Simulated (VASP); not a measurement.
A run of VASP 6.6.1 is set up as follows.

Contents of POSCAR:

```
BN
1.0
    0.0000000000      1.6759929025      1.6759929025
    1.6759929025      0.0000000000      1.6759929025
    1.6759929025      1.6759929025      0.0000000000
B N
1 1
Direct
    0.0000000000      0.0000000000      0.0000000000
    0.5000000000      0.5000000000      0.5000000000
```

Contents of INCAR.step1:

```
SYSTEM = BN
  ALGO = Normal
  EDIFF = 1E-5
  ENCUT = 520
  GGA = PE
  ISIF = 2
  ISMEAR = 0
  LASPH = .TRUE.
  LCHARG = .FALSE.
  LREAL = .FALSE.
  LWAVE = .TRUE.
  NBANDS = 11
  NELM = 80
  PREC = Accurate
  SIGMA = 0.01
```

Contents of INCAR.step2:

```
SYSTEM = BN
  ALGO = Normal
  EDIFF = 1E-7
  ENCUT = 520
  GGA = PE
  HFSCREEN = 0.2079
  ISIF = 2
  ISMEAR = 0
  ISTART = 1
  LASPH = .TRUE.
  LCHARG = .FALSE.
  LHFCALC = .TRUE.
  LREAL = .FALSE.
  LWAVE = .FALSE.
  NBANDS = 11
  NELM = 80
  PREC = Accurate
  PRECFOCK = Normal
  SIGMA = 0.01
```

File KPOINTS:

```
k-points
0
G
  8 8 8
  0 0 0
```

Potentials or basis: VASP PAW PBE potentials, release 64 (B, N).

Command:

```bash
$ cat potpaw_PBE.64/B/POTCAR potpaw_PBE.64/N/POTCAR > POTCAR
$ cp INCAR.step1 INCAR
$ mpirun -np 1 vasp_std > vasp.out
$ cp INCAR.step2 INCAR
$ mpirun -np 1 vasp_std > vasp.out
```

Question: Predict the pressure.

Answer: 53.3 GPa.

Question: Predict the band gap on the k mesh.

Answer: 3.44 eV (least direct gap 7.74 eV).

Caveat: the cell differs from its parent crystal (strain -4.0%); the cell stands under pressure; the PAW data sets were made with another functional, which shifts forces and pressure a little. A k mesh can miss the band edges.
